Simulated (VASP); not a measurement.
Write the native input for VASP 6.6.1 that does the following.

```
Task                   : single point
Functional             : PBE
Potentials or basis    : VASP PAW PBE potentials, release 64 (Hf_pv)
Cutoff                 : 520 eV
k mesh                 : 20 × 20 × 20
Occupations            : gaussian, width 0.05 eV
Spin                   : no spin polarisation
Dipole correction      : no
Further INCAR settings : ALGO = Normal; EDIFF = 1e-06; NBANDS = 11
```

The structure of Hf lies in POSCAR:

```
Hf
1.0
   -1.5283015593      1.5283015593      1.5283015593
    1.5283015593     -1.5283015593      1.5283015593
    1.5283015593      1.5283015593     -1.5283015593
Hf
1
Direct
    0.0000000000      0.0000000000      0.0000000000
```

This cell differs from its parent crystal: volume scaled by 0.640.

The input as run:

INCAR

```
SYSTEM = Hf
ALGO     = Normal         ! electronic algorithm
EDIFF    = 1E-6           ! SCF threshold, eV
ENCUT    = 520            ! plane-wave cutoff, eV
GGA      = PE             ! functional
ISIF     = 2              ! what is computed and relaxed
ISMEAR   = 0              ! smearing method
LASPH    = .True.         ! aspherical terms in the spheres
LCHARG   = .False.        ! write CHGCAR
LREAL    = .False.        ! projectors in reciprocal space
LWAVE    = .False.        ! write WAVECAR
NBANDS   = 11             ! bands
NELM     = 80             ! most SCF steps
PREC     = Accurate       ! precision mode
SIGMA    = 0.05           ! smearing width, eV
```

KPOINTS

```
k-points
0
Gamma
  20 20 20
  0 0 0
```

Potentials or basis: VASP PAW PBE potentials, release 64 (Hf_pv).

The run is started by

```console
$ cat potpaw_PBE.64/Hf_pv/POTCAR > POTCAR
$ mpirun -np 1 vasp_std > vasp.out
```

Results of the run:

```json
{
 "Pressure": "91.7 GPa",
 "Band gap on the k mesh": "zero (band 5 reaches 9.77 eV, above the bottom of band 6 at 6.91 eV)"
}
```

Caveat: spin-orbit coupling is left out, which moves the levels of the heavy elements.

It took 15 s on 1 thread of Intel(R) Xeon(R) 6975P-C (Granite Rapids), on a shared host, peak memory 0.15 GiB.
